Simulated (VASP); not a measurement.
# Pb2Cl3 (R-3c) in VASP: notebook

Runs on Pb2Cl3. Level: PBE. Tasks: single point.

All numbers are computed with VASP 6.6.1; they aren't measurements. Logs are shortened: lines on timing, memory, paths and dates and some standing lists are left out, and cuts for length are marked.

## (1) The cell of the first run

The structure is trigonal, space group R-3c (No. 167). The conventional cell has a = 7.115 Å, b = 7.115 Å, c = 19.424 Å, α = 90.00°, β = 90.00°, γ = 120.00°. Within 3.7 Å of Pb (site symmetry 3) lie 6 Cl at 2.77 to 2.95 Å. Cl (site symmetry 2) has 4 Pb at 2.77 to 2.95 Å and 8 Cl at 3.77 to 4.07 Å within 4.1 Å.

## (2) Single point, PBE

INCAR

```
SYSTEM = Pb2Cl3
PREC = Accurate
ENCUT = 520
EDIFF = 1E-6
ISMEAR = 0
SIGMA = 0.1
LREAL = .FALSE.
LASPH = .TRUE.
NELM = 60
ALGO = Normal
ISIF = 2
LWAVE = .FALSE.
LCHARG = .TRUE.
GGA = PE
LELF = .TRUE.
LVHAR = .TRUE.
NBANDS = 60
```

KPOINTS

```
Automatic mesh
0
G
  3 3 3
  0 0 0
```

POSCAR

```
Pb2Cl3
1.0
    3.5572512683      2.0537799773      6.4747315029
   -3.5572512683      2.0537799773      6.4747315029
    0.0000000000     -4.1075599548      6.4747315029
Pb Cl
4 6
Direct
    0.8521800000      0.8521800000      0.8521800000
    0.6478200000      0.6478200000      0.6478200000
    0.1478200000      0.1478200000      0.1478200000
    0.3521800000      0.3521800000      0.3521800000
    0.0562500000      0.4437500000      0.7500000000
    0.7500000000      0.0562500000      0.4437500000
    0.4437500000      0.7500000000      0.0562500000
    0.9437500000      0.5562500000      0.2500000000
    0.2500000000      0.9437500000      0.5562500000
    0.5562500000      0.2500000000      0.9437500000
```

Potentials or basis: VASP PAW PBE potentials, release 64 (Pb_d, Cl).

Started as:

```bash
$ cat potpaw_PBE.64/Pb_d/POTCAR potpaw_PBE.64/Cl/POTCAR > POTCAR
$ mpirun -np 1 vasp_std > vasp.out
```

OUTCAR:

```text
SYSTEM = Pb2Cl3
   PREC = Accurate
   ENCUT = 520
   EDIFF = 1E-6
   ISMEAR = 0
   LREAL = .FALSE.
   LASPH = .TRUE.
   NELM = 60
   ISIF = 2
   GGA = PE

 ion  position               nearest neighbor table
   1  0.852  0.852  0.852-  10 2.77   9 2.77   8 2.77   5 2.95   7 2.95   6 2.95   2 3.97
   2  0.648  0.648  0.648-   9 2.77  10 2.77   8 2.77   5 2.95   6 2.95   7 2.95   1 3.97
   3  0.148  0.148  0.148-   7 2.77   6 2.77   5 2.77   8 2.95  10 2.95   9 2.95   4 3.97
   4  0.352  0.352  0.352-   6 2.77   7 2.77   5 2.77   8 2.95   9 2.95  10 2.95   3 3.97
   5  0.056  0.444  0.750-   3 2.77   4 2.77   1 2.95   2 2.95
   6  0.750  0.056  0.444-   4 2.77   3 2.77   2 2.95   1 2.95
   7  0.444  0.750  0.056-   3 2.77   4 2.77   1 2.95   2 2.95
   8  0.944  0.556  0.250-   1 2.77   2 2.77   3 2.95   4 2.95
   9  0.250  0.944  0.556-   2 2.77   1 2.77   4 2.95   3 2.95
  10  0.556  0.250  0.944-   1 2.77   2 2.77   3 2.95   4 2.95

  LATTYP: Found a trigonal (rhomboedric) cell.
 ALAT       =     7.6677373987
 COS(alpha) =     0.5695481095

  Lattice vectors:

 A1 = (   3.5572512683,   2.0537799773,   6.4747315029)
 A2 = (  -3.5572512683,   2.0537799773,   6.4747315029)
 A3 = (   0.0000000000,  -4.1075599548,   6.4747315029)

Analysis of symmetry for initial positions (statically):
=====================================================================
 Subroutine PRICEL returns:
 Original cell was already a primitive cell.

 Routine SETGRP: Setting up the symmetry group for a
 trigonal (rhombohedral) supercell.

 Subroutine GETGRP returns: Found 12 space group operations
 (whereof  6 operations were pure point group operations)
 out of a pool of 12 trial point group operations.

The static configuration has the point symmetry S_6 .
 The point group associated with its full space group is D_3d.

Analysis of symmetry for dynamics (positions and initial velocities):
=====================================================================
 Subroutine PRICEL returns:
 Original cell was already a primitive cell.

 Routine SETGRP: Setting up the symmetry group for a
 trigonal (rhombohedral) supercell.

 Subroutine GETGRP returns: Found 12 space group operations
 (whereof  6 operations were pure point group operations)
 out of a pool of 12 trial point group operations.

The dynamic configuration has the point symmetry S_6 .
 The point group associated with its full space group is D_3d.

 Subroutine INISYM returns: Found 12 space group operations
 (whereof  6 operations are pure point group operations),
 and found     1 'primitive' translations

----------------------------------------------------------------------------------------

                                     Primitive cell

  volume of cell :     283.8190

  direct lattice vectors                    reciprocal lattice vectors
     3.557251268  2.053779977  6.474731503     0.140557965  0.081151179  0.051482186
    -3.557251268  2.053779977  6.474731503    -0.140557965  0.081151179  0.051482186
     0.000000000 -4.107559955  6.474731503     0.000000000 -0.162302358  0.051482186

  length of vectors
     7.667737399  7.667737399  7.667737399     0.170271756  0.170271756  0.170271756

  position of ions in fractional coordinates (direct lattice)
     0.852180000  0.852180000  0.852180000
     0.647820000  0.647820000  0.647820000
     0.147820000  0.147820000  0.147820000
     0.352180000  0.352180000  0.352180000
     0.056250000  0.443750000  0.750000000
     0.750000000  0.056250000  0.443750000
     0.443750000  0.750000000  0.056250000
     0.943750000  0.556250000  0.250000000
     0.250000000  0.943750000  0.556250000
     0.556250000  0.250000000  0.943750000

  ion indices of the primitive-cell ions
   primitive index   ion index
                 1           1
                 2           2
                 3           3
                 4           4
                 5           5
                 6           6
                 7           7
                 8           8
                 9           9
                10          10

----------------------------------------------------------------------------------------

 KPOINTS: Automatic mesh

Automatic generation of k-mesh.
 Grid dimensions read from file:
 generate k-points for:    3    3    3

 Generating k-lattice:

  Cartesian coordinates                     Fractional coordinates (reciprocal lattice)
     0.046852655  0.027050393  0.017160729     0.333333333 -0.000000000 -0.000000000
    -0.046852655  0.027050393  0.017160729    -0.000000000  0.333333333 -0.000000000
     0.000000000 -0.054100786  0.017160729    -0.000000000 -0.000000000  0.333333333

  Length of vectors
     0.056757252  0.056757252  0.056757252

  Shift w.r.t. Gamma in fractional coordinates (k-lattice)
     0.000000000  0.000000000  0.000000000

 Subroutine IBZKPT returns following result:
 ===========================================

 Found      6 irreducible k-points:

 Following reciprocal coordinates:
            Coordinates               Weight
  0.000000  0.000000  0.000000      1.000000
  0.333333 -0.000000 -0.000000      6.000000
  0.333333  0.333333 -0.000000      6.000000
 -0.333333  0.333333  0.000000      6.000000
  0.333333  0.333333  0.333333      2.000000
 -0.333333  0.333333  0.333333      6.000000
   k-points           NKPTS =      6   k-points in BZ     NKDIM =      6   number of bands    NBANDS=     60
   number of dos      NEDOS =    301   number of ions     NIONS =     10
   total plane-waves  NPLWV = 216000
   dimension x,y,z NGX =    60 NGY =   60 NGZ =   60
   dimension x,y,z NGXF=   120 NGYF=  120 NGZF=  120
   ions per type =               4   6
   NGX,Y,Z   is equivalent  to a cutoff of  13.01, 13.01, 13.01 a.u.
   NGXF,Y,Z  is equivalent  to a cutoff of  26.02, 26.02, 26.02 a.u.
 SYSTEM =  Pb2Cl3
   PREC   = accura    normal or accurate (medium, high low for compatibility)
   ISTART =      0    job   : 0-new  1-cont  2-samecut
   ICHARG =      2    charge: 1-file 2-atom 10-const
   ISPIN  =      1    spin polarized calculation?
   LNONCOLLINEAR =      F non collinear calculations
   LSORBIT =      F    spin-orbit coupling
   LASPH  =      T    aspherical Exc in radial PAW
   ENCUT  =  520.0 eV  38.22 Ry    6.18 a.u.  14.26 14.26 14.26*2*pi/ulx,y,z
   NELM   =     60;   NELMIN=  2; NELMDL= -5     # of ELM steps
   EDIFF  = 0.1E-05   stopping-criterion for ELM
   LREAL  =      F    real-space projection
[... 7 lines left out ...]
   TEBEG  =    0.0;   TEEND  =   0.0 temperature during run
   PSTRESS=    0.0 pullay stress
   NELECT =      98.0000    total number of electrons
   NUPDOWN=      -1.0000    fix difference up-down
   EMIN   =  10.00;   EMAX   =-10.00  energy-range for DOS
   EFERMI =   0.00;   METHOD = LEGACY
   ISMEAR =     0;   SIGMA  =   0.10  broadening in eV -4-tet -1-fermi 0-gaus
   EFERMI_NEDOS =   21; number of points for ismear=-14 and -15
   IALGO  =     38    algorithm
   IMIX   =      4    mixing-type and parameters
     AMIX     =   0.40;   BMIX     =  1.00
     AMIX_MAG =   1.60;   BMIX_MAG =  1.00
  volume/ion in A,a.u.               =      28.38       191.53
  Fermi-wavevector in a.u.,A,eV,Ry     =   1.148514  2.170377 17.947239  1.319085
  Thomas-Fermi vector in A             =   2.285189
   LORBIT       =      0    0 simple, 1 ext, 2 COOP (PROOUT), +10 PAW based schemes
   GGA     = PE    functional components
   LHFCALC =     F    Hartree Fock is set to
   AEXX    =    0.0000 exact exchange contribution
   IVDW    =     0    specifies the selected vdW correction
   LEPSILON=     F    determine dielectric tensor
   LRPA    =     F    only Hartree local field effects (RPA)
 non-spin polarized calculation
 Gauss-broadening in eV      SIGMA  =   0.10
  energy-cutoff  :      520.00
  volume of cell :      283.82
 maximum number of plane-waves:      7657
 NGX is ok and might be reduce to    60
   NGX = 29   NGY = 29   NGZ = 29

 number of electron      98.0000003 magnetization

 Free energy of the ion-electron system (eV)
  ---------------------------------------------------
  ext. energy  EPLUGINS =         0.00000000
  ---------------------------------------------------
  free energy    TOTEN  =       -32.06618983 eV

  energy without entropy =      -32.01441543  energy(sigma->0) =      -32.04030263

 E-fermi :   5.9296     XC(G=0):  -8.7802

 val. band max:        5.8899158052   @ k =   0.3333  -0.0000  -0.0000
 cond. band min:       5.9345368168   @ k =   0.3333   0.3333   0.3333
 fundamental gap:      0.0446210117
 Fermi energy:         5.9295856964

 k-point     1 :       0.0000    0.0000    0.0000
  band No.  band energies     occupation
      1     -12.9030      2.00000
      2     -12.9030      2.00000
      3     -12.7133      2.00000
      4     -12.7133      2.00000
      5     -12.5661      2.00000
      6     -12.5497      2.00000
[... 52 lines left out ...]
     59       8.9684      0.00000
     60       8.9685      0.00000

 k-point     2 :       0.3333   -0.0000   -0.0000
  band No.  band energies     occupation
      1     -12.8812      2.00000
      2     -12.8498      2.00000
      3     -12.7505      2.00000
      4     -12.7332      2.00000
      5     -12.6703      2.00000
      6     -12.5758      2.00000
[... 52 lines left out ...]
     59       8.5761      0.00000
     60       8.7694      0.00000

 k-point     3 :       0.3333    0.3333   -0.0000
  band No.  band energies     occupation
      1     -12.9406      2.00000
      2     -12.8111      2.00000
      3     -12.8083      2.00000
      4     -12.6920      2.00000
      5     -12.6242      2.00000
      6     -12.5559      2.00000
[... 52 lines left out ...]
     59       8.5524      0.00000
     60       8.9114      0.00000

 k-point     4 :      -0.3333    0.3333    0.0000
  band No.  band energies     occupation
      1     -12.8893      2.00000
      2     -12.8581      2.00000
      3     -12.8061      2.00000
      4     -12.7309      2.00000
      5     -12.6174      2.00000
      6     -12.5480      2.00000
[... 52 lines left out ...]
     59       8.3778      0.00000
     60       8.6726      0.00000

 k-point     5 :       0.3333    0.3333    0.3333
  band No.  band energies     occupation
      1     -12.8641      2.00000
      2     -12.8641      2.00000
      3     -12.7723      2.00000
      4     -12.7723      2.00000
      5     -12.5507      2.00000
      6     -12.5434      2.00000
[... 52 lines left out ...]
     59       8.5131      0.00000
     60       8.5131      0.00000

 k-point     6 :      -0.3333    0.3333    0.3333
  band No.  band energies     occupation
      1     -12.9129      2.00000
      2     -12.8722      2.00000
      3     -12.7472      2.00000
      4     -12.6778      2.00000
      5     -12.6407      2.00000
      6     -12.6163      2.00000
[... 52 lines left out ...]
     59       8.5852      0.00000
     60       8.6873      0.00000

------------------------ aborting loop because EDIFF is reached ----------------------------------------

  FORCE on cell =-STRESS in cart. coord.  units (eV):
  Direction    XX          YY          ZZ          XY          YZ          ZX
  --------------------------------------------------------------------------------------
  -------------------------------------------------------------------------------------
  Total       15.8708357     15.8708357     13.2779354      0.0000000     -0.0000000      0.0000000
  in kB       89.5919328     89.5919328     74.9548365      0.0000000     -0.0000000      0.0000000
  external PRESSURE =      84.7129007 kB  Pullay stress =       0.0000000 kB

 VOLUME and BASIS-vectors are now :
 -----------------------------------------------------------------------------
  energy-cutoff  :      520.00
  volume of cell :      283.82
      direct lattice vectors                 reciprocal lattice vectors
     3.557251268  2.053779977  6.474731503     0.140557965  0.081151179  0.051482186
    -3.557251268  2.053779977  6.474731503    -0.140557965  0.081151179  0.051482186
     0.000000000 -4.107559955  6.474731503     0.000000000 -0.162302358  0.051482186

 POSITION                                       TOTAL-FORCE (eV/Angst)
 -----------------------------------------------------------------------------------
      0.00000     -0.00000     16.55291         0.000000      0.000000     -0.243669
      0.00000     -0.00000     12.58338         0.000000     -0.000000      0.243669
      0.00000     -0.00000      2.87128         0.000000     -0.000000      0.243669
      0.00000     -0.00000      6.84081         0.000000      0.000000     -0.243669
     -1.37843     -2.05378      8.09341         0.055928      0.000000      0.000000
      2.46784     -0.16687      8.09341        -0.027964      0.048435      0.000000
     -1.08941      2.22065      8.09341        -0.027964     -0.048435      0.000000
      1.37843      2.05378     11.33078        -0.055928      0.000000     -0.000000
     -2.46784      0.16687     11.33078         0.027964     -0.048435      0.000000
      1.08941     -2.22065     11.33078         0.027964      0.048435      0.000000
 -----------------------------------------------------------------------------------
    total drift:                                0.000000     -0.000000      0.000000

  FREE ENERGIE OF THE ION-ELECTRON SYSTEM (eV)
  ---------------------------------------------------
  free  energy   TOTEN  =       -32.0661898346 eV

  energy  without entropy=      -32.0144154333  energy(sigma->0) =      -32.04030263
```

It took 3.3 min on 1 thread of Intel Xeon Platinum 8259CL at 2.50GHz (Skylake/Cascade Lake), shared host; peak memory 0.52 GiB.

Results:

* Free energy: -32.0662 eV
* Pressure: 8.5 GPa
* Largest force: 0.244 eV/Å
* Band gap on the k mesh: zero (bands 49 and 50 overlap by 0.06 eV)

Forces in eV/Å, atoms in the order of the input:
```
Pb   0.000  0.000 -0.244
Pb   0.000  0.000  0.244
Pb   0.000  0.000  0.244
Pb   0.000  0.000 -0.244
Cl   0.056  0.000  0.000
Cl  -0.028  0.048  0.000
Cl  -0.028 -0.048  0.000
Cl  -0.056  0.000  0.000
Cl   0.028 -0.048  0.000
Cl   0.028  0.048  0.000
```

Stress tensor (GPa, compression positive):
```
8.96 0.00 0.00
0.00 8.96 0.00
0.00 0.00 7.50
```

Levels at points of the mesh, in eV from the Fermi level:
| k point | band 46 | band 47 | band 48 | band 49 | band 50 | band 51 | band 52 | band 53 |
| --- | --- | --- | --- | --- | --- | --- | --- | --- |
| (0.00, 0.00, 0.00) | -4.13 | -3.64 | -2.92 | -0.26 | -0.05 | -0.05 | 0.85 | 0.85 |

Caveat: the cell stands under pressure; spin-orbit coupling is left out, which moves the levels of the heavy elements.

## (3) Single point, PBE

This run uses another cell than the first one, of 28.56 Å³/atom.

INCAR

```
ALGO = Normal
EDIFF = 1E-6
ENCUT = 520
GGA = PE
ISIF = 2
ISMEAR = 0
LASPH = True
LCHARG = False
LREAL = False
LWAVE = False
NBANDS = 60
NELM = 100
PREC = Accurate
SIGMA = 0.1
```

KPOINTS

```
k-points
0
Gamma
  3 3 3
```

POSCAR

```
Pb2Cl3
1.0
    4.2697975800      2.4651687822      4.5222667721
   -4.2697975800      2.4651687822      4.5222667721
    0.0000000000     -4.9303375644      4.5222667721
Pb Cl
4 6
Direct
    0.8741741376      0.8741741376      0.8741741376
    0.6258258624      0.6258258624      0.6258258624
    0.1258258624      0.1258258624      0.1258258624
    0.3741741376      0.3741741376      0.3741741376
    0.0729813433      0.4270186567      0.7500000000
    0.7500000000      0.0729813433      0.4270186567
    0.4270186567      0.7500000000      0.0729813433
    0.9270186567      0.5729813433      0.2500000000
    0.2500000000      0.9270186567      0.5729813433
    0.5729813433      0.2500000000      0.9270186567
```

Potentials or basis: VASP PAW PBE potentials, release 64 (Pb_d, Cl).

Started as:

```bash
$ cat potpaw_PBE.64/Pb_d/POTCAR potpaw_PBE.64/Cl/POTCAR > POTCAR
$ mpirun -np 1 vasp_std > vasp.out
```

Run time: 2.1 min. Hardware: 1 thread of Intel Xeon Platinum 8259CL at 2.50GHz (Skylake/Cascade Lake), shared host; peak memory 0.37 GiB.

The run converged. Its results:

| Quantity | Value |
| --- | --- |
| Free energy | -34.3494 eV |
| Pressure | 0.0 GPa |
| Band gap on the k mesh | 0.49 eV (least direct gap 0.65 eV) |

Forces in eV/Å, atoms in the order of the input:
```
Pb   0.000  0.000 -0.002
Pb   0.000  0.000  0.002
Pb   0.000  0.000  0.002
Pb   0.000  0.000 -0.002
Cl   0.002  0.000  0.000
Cl  -0.001  0.002  0.000
Cl  -0.001 -0.002  0.000
Cl  -0.002  0.000  0.000
Cl   0.001 -0.002  0.000
Cl   0.001  0.002  0.000
```

Stress tensor (GPa, compression positive):
```
 0.03  0.00  0.00
 0.00  0.03  0.00
 0.00  0.00 -0.07
```

Levels at points of the mesh, in eV from the valence-band top:
| k point | band 46 | band 47 | band 48 | band 49 | band 50 | band 51 | band 52 | band 53 |
| --- | --- | --- | --- | --- | --- | --- | --- | --- |
| (0.00, 0.00, 0.00) | -2.30 | -2.22 | -1.93 | 0.00 | 1.28 | 2.17 | 2.17 | 2.22 |

Caveat: spin-orbit coupling is left out, which moves the levels of the heavy elements. A k mesh can miss the band edges.

[end of part 1 of 2]

The gap in the log of VASP goes by the Fermi energy; the results here count the filled bands.